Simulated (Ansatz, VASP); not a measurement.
**Ni: VASP beside Ansatz**

INCAR

```
SYSTEM = Ni
ALGO = Normal ; EDIFF = 1E-7
EDIFFG = -0.01 ; ENCUT = 590
GGA = PE ; GGA_COMPAT = .FALSE.
IBRION = 2 ; ISIF = 3
ISMEAR = 0 ; ISPIN = 2
LASPH = .TRUE. ; LCHARG = .FALSE.
LDAU = .TRUE. ; LDAUJ = 0
LDAUL = 2 ; LDAUPRINT = 1
LDAUTYPE = 2 ; LDAUU = 5
LMAXMIX = 4 ; LORBIT = 11
LREAL = .FALSE. ; LWAVE = .FALSE.
MAGMOM = 1 ; NELM = 200
NELMIN = 4 ; NSW = 60
NUPDOWN = 1.0 ; PREC = Accurate
SIGMA = 0.05
```

KPOINTS

```
k-points
0
G
  13 13 13
  0 0 0
```

POSCAR

```
Ni
1.0
    0.0000000000      1.7375729330      1.7375729330
    1.7375729330      0.0000000000      1.7375729330
    1.7375729330      1.7375729330      0.0000000000
Ni
1
Direct
    0.0000000000      0.0000000000      0.0000000000
```

input.yaml

```yaml
crystal:
  lattice:
    - [0.0, 1.737572933, 1.737572933]
    - [1.737572933, 0.0, 1.737572933]
    - [1.737572933, 1.737572933, 0.0]
  atoms:
    - { symbol: Ni, position: [0.0, 0.0, 0.0], spin: 1.0 }
hamiltonian:
  xc: pbe
  pseudopotentials: { kind: paw }
  hubbard: { sites: [{ species: Ni, l: d, u_eff: 5.0 }], double_counting: fll }
magnetization:
  spin_polarized: true
  initial_magnetization: 1.0
  spin_locking: { lock_magnetization: hard }
kpoints:
  mp_grid: { grid: [13, 13, 13] }
scf:
  occupations: { method: gaussian, width: 0.05 }
output:
  forces: true
  stress: true
  write_density: true
  write_potential: true
  elf: true
  volumetric_format: npy
relax:
  f_tol: 0.01
  max_steps: 40
  cell: { stress_tol: 0.05 }
```

Alike in both runs: task relaxation of cell and atoms; functional PBE; k mesh 13 × 13 × 13; occupations gaussian, width 0.05 eV; collinear spin; fixed moment 1 μB; Hubbard terms Ni d U = 5.0 eV.

```csv
,VASP,Ansatz
version,VASP 6.6.1,Ansatz 0.2.0
potentials or method,"VASP PAW PBE potentials, release 64 (Ni_sv_GW)",Ansatz PAW
plane-wave cutoff (eV),590,420
valence electrons in the cell,18,18
```

|  | VASP | Ansatz | Ansatz less VASP |
| --- | --- | --- | --- |
| net moment per atom (μB) | 1.00 | 1.00 | 0.000 |
| size of the moment on the site where the two differ most (μB) | 1.08 | 0.98 | -0.102 |
| relaxed volume (Å³/atom) | 10.95 | 12.76 | +1.809 |
| relaxed cell length with the largest relative difference (Å) | 2.493 | 2.620 | +0.1272 |

Site moments also hang on the region over which each program counts them. The programs project onto different local orbitals, so the same U acts differently, and such runs can settle in different states.

Noted on Ansatz's run: the magnetic or orbital state may not be the lowest; the volume moved by over 15 % at a fixed basis, so the end points are rough; the plane-wave basis is chosen anew once the cell has moved, so the energies of steps on either side of that aren't comparable.
